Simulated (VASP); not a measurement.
Here is a VASP 6.6.1 calculation.

The input INCAR:

```
ALGO = Normal ; EDIFF = 1E-6
ENCUT = 520 ; GGA = PE
ISIF = 2 ; ISMEAR = 0
ISPIN = 2 ; LASPH = T
LCHARG = F ; LDAU = T
LDAUJ = 0 0 ; LDAUL = 2 -1
LDAUPRINT = 1 ; LDAUTYPE = 2
LDAUU = 4 0 ; LMAXMIX = 4
LORBIT = 11 ; LREAL = F
LWAVE = F ; MAGMOM = 0.47 0.4
NBANDS = 20 ; NELM = 150
PREC = Accurate ; SIGMA = 0.1
```

The input KPOINTS:

```
k-points
0
Gamma
  8 8 8
```

Contents of POSCAR:

```
CuO
1.0
    0.0000000000      2.1343729728      2.1343729728
    2.1343729728      0.0000000000      2.1343729728
    2.1343729728      2.1343729728      0.0000000000
Cu O
1 1
Direct
    0.0000000000      0.0000000000      0.0000000000
    0.5000000000      0.5000000000      0.5000000000
```

Potentials or basis: VASP PAW PBE potentials, release 64 (Cu, O).

Run with:

```sh
$ cat potpaw_PBE.64/Cu/POTCAR potpaw_PBE.64/O/POTCAR > POTCAR
$ mpirun -np 1 vasp_std > vasp.out
```

Q: Estimate the site moments.

A: Cu +0.58; O +0.38 μB.

Q: What does it give for the pressure?

A: -3.3 GPa.

Q: What does it give for the band gap on the k mesh?

A: Zero (filled and empty bands overlap).

Eigenvalues of the final occupation matrices:
```csv
site,spin,trace,eigenvalues
site 1 d,1,4.91,0.97 0.97 0.97 1.00 1.00
site 1 d,2,4.33,0.71 0.71 0.97 0.97 0.97
```

Caveat: the cell stands under tension; a cell with one magnetic atom can't hold antiferromagnetic order, which such compounds often take. The state reached can hang on the start; a lower one may exist.
